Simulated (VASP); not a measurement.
# K2Rb3 in VASP: notebook, part 2 of 2

VASP 6.6.1.

### Step 5. Single point, PBE

This run uses another cell than the first one.

INCAR reads:

```
SYSTEM = K2Rb3
  PREC = Accurate
  ENCUT = 520
  EDIFF = 1E-7
  ISMEAR = 0
  SIGMA = 0.1
  LREAL = .False.
  LASPH = .True.
  NELM = 80
  ALGO = Normal
  ISIF = 2
  LWAVE = .False.
  LCHARG = .False.
  LDIPOL = .True.
  IDIPOL = 3
  DIPOL = 0.5 0.5 0.255
  GGA = PE
  NBANDS = 30
```

KPOINTS reads:

```
Automatic mesh
0
Gamma
  6 6 1
  0 0 0
```

POSCAR reads:

```
K2Rb3
1.0
    5.0451515214     -0.0000003299      0.0000000000
   -2.5225754750      4.3692295484      0.0000000000
    0.0000000000      0.0000000000     50.9078751029
K Rb
2 3
Direct
    0.6666666667      0.3333333333      0.3288484213
    0.3333333333      0.6666666667      0.1818780615
    0.3333333333      0.6666666667      0.4009999450
    1.0000000000      0.0000000000      0.2553632414
    0.6666666667      0.3333333333      0.1097265379
```

Potentials or basis: VASP PAW PBE potentials, release 64 (K_sv, Rb_sv).

On the command line:

```console
> cat potpaw_PBE.64/K_sv/POTCAR potpaw_PBE.64/Rb_sv/POTCAR > POTCAR
> mpirun -np 1 vasp_std > vasp.out
```

OUTCAR:

```text
SYSTEM = K2Rb3
   PREC = Accurate
   ENCUT = 520
   EDIFF = 1E-7
   ISMEAR = 0
   LREAL = .False.
   LASPH = .True.
   NELM = 80
   ISIF = 2
   GGA = PE

 ion  position               nearest neighbor table
   1  0.667  0.333  0.329-   3 4.69   3 4.69   3 4.69   4 4.74   4 4.74   4 4.74
   2  0.333  0.667  0.182-   5 4.69   5 4.69   5 4.69   4 4.74   4 4.74   4 4.74
   3  0.333  0.667  0.401-   1 4.69   1 4.69   1 4.69
   4  0.000  0.000  0.255-   2 4.74   1 4.74   2 4.74   1 4.74   2 4.74   1 4.74
   5  0.667  0.333  0.110-   2 4.69   2 4.69   2 4.69

  LATTYP: Found a hexagonal cell.
 ALAT       =     5.0451515214
 C/A-ratio  =    10.0904551403

[... 421 lines left out ...]
  Total       -0.1052433     -0.1052433      0.2988357      0.0000000      0.0000000      0.0000000
  in kB       -0.1502591     -0.1502591      0.4266572      0.0000000      0.0000000      0.0000000
  external PRESSURE =       0.0420463 kB  Pullay stress =       0.0000000 kB

 VOLUME and BASIS-vectors are now :
 -----------------------------------------------------------------------------
  energy-cutoff  :      520.00
  volume of cell :     1122.18
      direct lattice vectors                 reciprocal lattice vectors
     5.045151521 -0.000000330  0.000000000     0.198210110  0.114436643  0.000000000
    -2.522575475  4.369229548  0.000000000     0.000000015  0.228873312  0.000000000
     0.000000000  0.000000000 50.907875103     0.000000000  0.000000000  0.019643326

 POSITION                                       TOTAL-FORCE (eV/Angst)
 -----------------------------------------------------------------------------------
      2.52258      1.45641     16.74097        -0.000000      0.000000     -0.000008
      0.00000      2.91282      9.25903         0.000000     -0.000000      0.000008
      0.00000      2.91282     20.41406         0.000000     -0.000000      0.021333
      0.00000      0.00000     13.00000         0.000000      0.000000     -0.000000
      2.52258      1.45641      5.58594        -0.000000      0.000000     -0.021333
 -----------------------------------------------------------------------------------
    total drift:                               -0.000000      0.000000      0.000005

  FREE ENERGIE OF THE ION-ELECTRON SYSTEM (eV)
  ---------------------------------------------------
  free  energy   TOTEN  =        -4.6403413517 eV

  energy  without entropy=       -4.6143088016  energy(sigma->0) =       -4.62732508

 vacuum level on the upper side and lower side of the slab         0.796         0.795
```

stdout:

```text
POSCAR found type information on POSCAR K Rb
 POSCAR found :  2 types and       5 ions
 scaLAPACK will be used
 LDA part: xc-table for (Slater+PW92), standard interpolation
 -----------------------------------------------------------------------------
|                                                                             |
|           W    W    AA    RRRRR   N    N  II  N    N   GGGG   !!!           |
|           W    W   A  A   R    R  NN   N  II  NN   N  G    G  !!!           |
|           W    W  A    A  R    R  N N  N  II  N N  N  G       !!!           |
|           W WW W  AAAAAA  RRRRR   N  N N  II  N  N N  G  GGG   !            |
|           WW  WW  A    A  R   R   N   NN  II  N   NN  G    G                |
|           W    W  A    A  R    R  N    N  II  N    N   GGGG   !!!           |
|                                                                             |
|     One of the lattice vectors is very long (>50 A), but AMIN is rather     |
|     large. This can spoil convergence since charge sloshing might occur     |
|     along the long lattice vector. If problems with convergence are         |
|     observed, try to decrease AMIN to a smaller value (e.g. 0.01).          |
|     Note: This warning only applies if the self-consistency cycle is        |
|     used.                                                                   |
|                                                                             |
 -----------------------------------------------------------------------------

 POSCAR, INCAR and KPOINTS ok, starting setup
 FFT: planning ... GRIDC
 FFT: planning ... GRID_SOFT
 FFT: planning ... GRID
 WAVECAR not read
 entering main loop
```

Run time: 12 min. Hardware: 1 thread of Intel Xeon Platinum 8488C (Sapphire Rapids), shared host; peak memory 1.1 GiB.

What came out:

- Free energy: -4.6403 eV
- Largest force: 0.021 eV/Å
- Band gap on the k mesh: zero (an odd number of electrons rules out a gap without spin polarisation)

Forces in eV/Å, atoms in the order of the input:
```
K    0.000  0.000  0.000
K    0.000  0.000  0.000
Rb   0.000  0.000  0.021
Rb   0.000  0.000  0.000
Rb   0.000  0.000 -0.021
```

### Step 6. Single point, PBE

This run uses another cell than the first one.

INCAR reads:

```
SYSTEM = K2Rb3
PREC = Accurate ; ENCUT = 520
EDIFF = 1E-6 ; ISMEAR = 0
SIGMA = 0.1 ; LREAL = .False.
LASPH = .True. ; NELM = 80
ALGO = Normal ; ISIF = 2
LWAVE = .False. ; LCHARG = .False.
LDIPOL = .True. ; IDIPOL = 3
DIPOL = 0.5 0.5 0.270 ; GGA = PE
NBANDS = 30
```

KPOINTS is that of step 5.

POSCAR reads:

```
K2Rb3
1.0
    5.5377296844     -0.0000003622      0.0000000000
   -2.7688645286      4.7958147671      0.0000000000
    0.0000000000      0.0000000000     48.1311609349
K Rb
2 3
Direct
    0.6666666667      0.3333333333      0.3404556312
    0.3333333333      0.6666666667      0.1997349542
    0.3333333333      0.6666666667      0.4108973977
    1.0000000000      0.0000000000      0.2700952927
    0.6666666667      0.3333333333      0.1292931877
```

Potentials or basis: VASP PAW PBE potentials, release 64 (K_sv, Rb_sv).

On the command line:

```console
> cat potpaw_PBE.64/K_sv/POTCAR potpaw_PBE.64/Rb_sv/POTCAR > POTCAR
> mpirun -np 1 vasp_std > vasp.out
```

Wall time 13 min (1 thread of Intel Xeon Platinum 8488C (Sapphire Rapids), shared host); peak memory 1.2 GiB.

Results (log left out):

```yaml
Free_energy: -4.4891 eV
Largest_force: 0.027 eV/Å
Band_gap_on_the_k_mesh: zero (an odd number of electrons rules out a gap without spin polarisation)
```

Forces on the atoms (eV/Å):
```
K    0.000  0.000  0.013
K    0.000  0.000 -0.013
Rb   0.000  0.000  0.027
Rb   0.000  0.000  0.000
Rb   0.000  0.000 -0.027
```

Levels at points of the mesh, in eV from the Fermi level:
```
           k point  band 20  band 21  band 22  band 23  band 24  band 25  band 26  band 27
(0.00, 0.00, 0.00)   -12.91    -1.76    -1.45    -0.96    -0.30     0.39     1.14     1.42
(0.50, 0.00, 0.00)   -12.92    -0.04     0.01     0.16     0.34     0.73     0.76     1.12
```

### Step 7. Overview

```csv
cell,k mesh,gap on the mesh (eV),largest force (eV/Å)
"a = 6.577, b = 6.577, c = 26.000 Å, angles 90.0, 90.0, 120.0°, 5 atoms, atomic positions A",3 × 3 × 1,none,0.10
"a = 6.000, b = 6.000, c = 45.875 Å, angles 90.0, 90.0, 120.0°, 5 atoms, atomic positions B",3 × 3 × 1,none,0.09
"a = 5.045, b = 5.045, c = 50.908 Å, angles 90.0, 90.0, 120.0°, 5 atoms, atomic positions C",6 × 6 × 1,none,0.02
"a = 5.538, b = 5.538, c = 48.131 Å, angles 90.0, 90.0, 120.0°, 5 atoms, atomic positions D",6 × 6 × 1,none,0.03
```

Alike in all rows: task single point; level PBE; potentials or basis VASP PAW PBE potentials, release 64 (K_sv, Rb_sv); no spin polarisation; cutoff (eV) 520; smearing gaussian 0.1 eV.

Caveats: some runs use coarse meshes.

Total energies depend on the potentials used, so only differences within one code and one set of settings carry meaning.
